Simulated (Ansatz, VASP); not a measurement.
Given: the input of a run of Ansatz 0.2.0 on Au.

input.yaml

```yaml
crystal:
  lattice:
    - [0.0, 2.035, 2.035]
    - [2.035, 0.0, 2.035]
    - [2.035, 2.035, 0.0]
  atoms:
    - { symbol: Au, position: [0.0, 0.0, 0.0] }
kpoints:
  mp_grid: { grid: [4, 4, 4] }
scf:
  occupations: { method: fermi_dirac, width: 0.06 }
hamiltonian:
  xc: pbe
  pseudopotentials: { kind: all_electron, lapw: { basis_error: 0.004 } }
output:
  forces: true
  stress: true
  eigenvalues: true
```

Potentials or basis: all-electron LAPW, scalar-relativistic.

Run with:

```sh
$ ansatz run input.yaml --threads 1 --pin off --max-ram 3072MiB --backend cpu --events-out ev --progress --plain --runs-dir out
```

Translate it to VASP 6.6.1. Potentials there: VASP PAW PBE potentials, release 64 (Au).

As run (the cutoff follows the program's own potentials):

The input INCAR:

```
  PREC = Accurate
  ENCUT = 500
  EDIFF = 1E-6
  ISMEAR = -1
  SIGMA = 0.06
  LREAL = F
  LASPH = T
  NELM = 120
  ALGO = Normal
  ISIF = 2
  LWAVE = F
  LCHARG = T
  GGA = PE
  LELF = T
  LVHAR = T
  NBANDS = 12
  GGA_COMPAT = F
```

KPOINTS

```
Automatic mesh
0
Gamma
  4 4 4
```

File POSCAR:

```
Au
1.0
    0.0000000000      2.0350000000      2.0350000000
    2.0350000000      0.0000000000      2.0350000000
    2.0350000000      2.0350000000      0.0000000000
Au
1
Direct
    0.0000000000      0.0000000000      0.0000000000
```

Potentials or basis: VASP PAW PBE potentials, release 64 (Au).

Run with:

```bash
$ cat potpaw_PBE.64/Au/POTCAR > POTCAR
$ mpirun -np 1 vasp_std > vasp.out
```

Both were run:

|  | VASP | Ansatz | Ansatz less VASP |
| --- | --- | --- | --- |
| gap on the k mesh at the Fermi level (eV) | none | none | - |
| pressure (GPa) | 13.2 | 13.4 | +0.24 |

A gap of «none» marks a metal or a gap that the smearing closes. Ansatz ran all-electron here, and VASP with PAW potentials.

The k mesh is coarse, so the values compare programs but aren't converged. Neither program's run includes spin-orbit coupling. Noted on Ansatz's run: the k mesh is thin for a metal, which can move the energy by tens of meV per atom.
